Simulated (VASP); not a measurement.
# Al (I4/mmm) in VASP: further runs, part 2 of 2

VASP 6.6.1. Earlier steps stand in the parts before.

**3. Single point, PBE (volume 18.282 Å^3 an atom, c/a of the conventional cell 1.5658)**

File INCAR:

```
PREC = Accurate
ENCUT = 520
EDIFF = 1E-6
ISMEAR = 0
SIGMA = 0.15
LREAL = False
LASPH = True
NELM = 60
ALGO = Normal
ISIF = 2
LWAVE = False
LCHARG = False
GGA = PE
NBANDS = 8
```

File KPOINTS:

```
regular mesh
0
Gamma
  22 22 22
```

File POSCAR:

```
Al
1.0
   -1.4291434006      1.4291434006      2.2377527366
    1.4291434006     -1.4291434006      2.2377527366
    1.4291434006      1.4291434006     -2.2377527366
Al
1
Direct
    0.0000000000      0.0000000000      0.0000000000
```

Potentials or basis: VASP PAW PBE potentials, release 64 (Al).

Run with:

```
cat potpaw_PBE.64/Al/POTCAR > POTCAR
mpirun -np 1 vasp_std > vasp.out
```

OUTCAR:

```text
PREC = Accurate
   ENCUT = 520
   EDIFF = 1E-6
   ISMEAR = 0
   LREAL = False
   LASPH = True
   NELM = 60
   ISIF = 2
   GGA = PE

 ion  position               nearest neighbor table
   1  0.000  0.000  0.000-

  LATTYP: Found a body centered tetragonal cell.
 ALAT       =     2.8582868012
 C/A-ratio  =     1.5658000000

  Lattice vectors:

 A1 = (  -1.4291434006,   1.4291434006,   2.2377527366)
 A2 = (   1.4291434006,  -1.4291434006,   2.2377527366)
 A3 = (   1.4291434006,   1.4291434006,  -2.2377527366)

Analysis of symmetry for initial positions (statically):
=====================================================================
 Subroutine PRICEL returns:
 Original cell was already a primitive cell.

 Routine SETGRP: Setting up the symmetry group for a
 body centered tetragonal supercell.

 Subroutine GETGRP returns: Found 16 space group operations
 (whereof 16 operations were pure point group operations)
 out of a pool of 16 trial point group operations.

The static configuration has the point symmetry D_4h.

Analysis of symmetry for dynamics (positions and initial velocities):
=====================================================================
 Subroutine PRICEL returns:
 Original cell was already a primitive cell.

 Routine SETGRP: Setting up the symmetry group for a
 body centered tetragonal supercell.

 Subroutine GETGRP returns: Found 16 space group operations
 (whereof 16 operations were pure point group operations)
 out of a pool of 16 trial point group operations.

The dynamic configuration has the point symmetry D_4h.

 Subroutine INISYM returns: Found 16 space group operations
 (whereof 16 operations are pure point group operations),
 and found     1 'primitive' translations

----------------------------------------------------------------------------------------

                                     Primitive cell

[... 102 lines left out ...]
   EFERMI =   0.00;   METHOD = LEGACY
   ISMEAR =     0;   SIGMA  =   0.15  broadening in eV -4-tet -1-fermi 0-gaus
   EFERMI_NEDOS =   21; number of points for ismear=-14 and -15
   IALGO  =     38    algorithm
   IMIX   =      4    mixing-type and parameters
     AMIX     =   0.40;   BMIX     =  1.00
     AMIX_MAG =   1.60;   BMIX_MAG =  1.00
  volume/ion in A,a.u.               =      18.28       123.37
  Fermi-wavevector in a.u.,A,eV,Ry     =   0.896274  1.693712 10.929650  0.803307
  Thomas-Fermi vector in A             =   2.018711
   LORBIT       =      0    0 simple, 1 ext, 2 COOP (PROOUT), +10 PAW based schemes
   GGA     = PE    functional components
   LHFCALC =     F    Hartree Fock is set to
   AEXX    =    0.0000 exact exchange contribution
   IVDW    =     0    specifies the selected vdW correction
   LEPSILON=     F    determine dielectric tensor
   LRPA    =     F    only Hartree local field effects (RPA)
 non-spin polarized calculation
 Gauss-broadening in eV      SIGMA  =   0.15
  energy-cutoff  :      520.00
  volume of cell :       18.28
 maximum number of plane-waves:       513
   NGX = 11   NGY = 11   NGZ = 11

 number of electron       3.0000000 magnetization

 Free energy of the ion-electron system (eV)
  ---------------------------------------------------
  ext. energy  EPLUGINS =         0.00000000
  ---------------------------------------------------
  free energy    TOTEN  =        -3.69690200 eV

  energy without entropy =       -3.69191980  energy(sigma->0) =       -3.69441090

 E-fermi :   6.9694     XC(G=0):  -9.8301

 val. band max:        6.9692571256   @ k =   0.3182   0.2727   0.0000
 cond. band min:       6.9808817344   @ k =   0.2727   0.2273   0.0909
 fundamental gap:      0.0116246088
 Fermi energy:         6.9693537070

 k-point     1 :       0.0000    0.0000    0.0000
  band No.  band energies     occupation
      1      -3.4740      2.00000
      2      18.4273      0.00000
      3      19.5199      0.00000
      4      19.5199      0.00000
      5      19.7732      0.00000
      6      19.7732      0.00000
      7      19.8900      0.00000
      8      22.8513      0.00000
[... 243 lines left out ...]
 k-point    24 :      -0.4545    0.0455    0.0000
  band No.  band energies     occupation
      1       1.4652      2.00000
      2       4.3405      2.00000
      3      15.2769      0.00000
      4      17.1682      0.00000
      5      18.1929      0.00000
      6      18.7818      0.00000
      7      21.9308      0.00000
      8      22.8623      0.00000

 [... further k-points ...]
[... 5 lines left out ...]
  --------------------------------------------------------------------------------------
  -------------------------------------------------------------------------------------
  Total       -0.5386618     -0.5386618     -0.8910377      0.0000000      0.0000000      0.0000000
  in kB      -47.2066381    -47.2066381    -78.0877570      0.0000000      0.0000000      0.0000000
  external PRESSURE =     -57.5003444 kB  Pullay stress =       0.0000000 kB

 VOLUME and BASIS-vectors are now :
 -----------------------------------------------------------------------------
  energy-cutoff  :      520.00
  volume of cell :       18.28
      direct lattice vectors                 reciprocal lattice vectors
    -1.429143401  1.429143401  2.237752737     0.000000000  0.349859923  0.223438449
     1.429143401 -1.429143401  2.237752737     0.349859923  0.000000000  0.223438449
     1.429143401  1.429143401 -2.237752737     0.349859923  0.349859923  0.000000000

 POSITION                                       TOTAL-FORCE (eV/Angst)
 -----------------------------------------------------------------------------------
      0.00000      0.00000      0.00000         0.000000     -0.000000     -0.000000
 -----------------------------------------------------------------------------------
    total drift:                               -0.000000      0.000000      0.000000

  FREE ENERGIE OF THE ION-ELECTRON SYSTEM (eV)
  ---------------------------------------------------
  free  energy   TOTEN  =        -3.6969019968 eV

  energy  without entropy=       -3.6919198003  energy(sigma->0) =       -3.69441090
```

OSZICAR:

```text
N       E                     dE             d eps       ncg     rms          rms(c)
DAV:   1    -0.236064164775E+01   -0.23606E+01   -0.81691E+02 13384   0.200E+02
DAV:   2    -0.370947509046E+01   -0.13488E+01   -0.13010E+01 18608   0.180E+01
DAV:   3    -0.371731884943E+01   -0.78438E-02   -0.78407E-02 17296   0.152E+00
DAV:   4    -0.371733960289E+01   -0.20753E-04   -0.20754E-04 20200   0.691E-02
DAV:   5    -0.371733966845E+01   -0.65562E-07   -0.64535E-07 17848   0.231E-03    0.114E+00
DAV:   6    -0.370546951841E+01    0.11870E-01   -0.21594E-03 16672   0.216E-01    0.667E-01
DAV:   7    -0.369691109404E+01    0.85584E-02   -0.63130E-03 16448   0.349E-01    0.131E-01
DAV:   8    -0.369690352381E+01    0.75702E-05   -0.18395E-05 19656   0.302E-02    0.785E-03
DAV:   9    -0.369690250020E+01    0.10236E-05   -0.92640E-07 18120   0.401E-03    0.876E-04
DAV:  10    -0.369690199677E+01    0.50343E-06   -0.61806E-09 11568   0.497E-04
   1 F= -.36969020E+01 E0= -.36944109E+01  d E =-.498220E-02
```

stdout:

```text
POSCAR found type information on POSCAR Al
 POSCAR found :  1 types and       1 ions
 scaLAPACK will be used
 LDA part: xc-table for (Slater+PW92), standard interpolation
 POSCAR, INCAR and KPOINTS ok, starting setup
 FFT: planning ... GRIDC
 FFT: planning ... GRID_SOFT
 FFT: planning ... GRID
 WAVECAR not read
 entering main loop
```

Run time: 1.7 min. Hardware: 1 thread of AMD EPYC 7R43 (Zen 3), shared host; peak memory 0.18 GiB.

What came out:

| Property | Result |
| --- | --- |
| Free energy | -3.6969 eV |
| Pressure | -5.8 GPa |

Stress tensor (GPa, compression positive):
```
-4.72  0.00  0.00
 0.00 -4.72  0.00
 0.00  0.00 -7.81
```

Levels at points of the mesh, in eV from the Fermi level:
```tsv
k point	band 1	band 2	band 3	band 4	band 5	band 6
(0.00, 0.00, 0.00)	-10.44	11.46	12.55	12.55	12.80	12.80
(0.50, 0.00, 0.00)	-4.21	-4.17	8.91	9.68	11.58	12.11
(0.50, 0.50, 0.00)	-2.21	-0.91	4.29	4.99	5.03	7.58
(0.50, 0.50, 0.50)	-3.47	-2.91	5.97	6.34	6.34	9.44
```
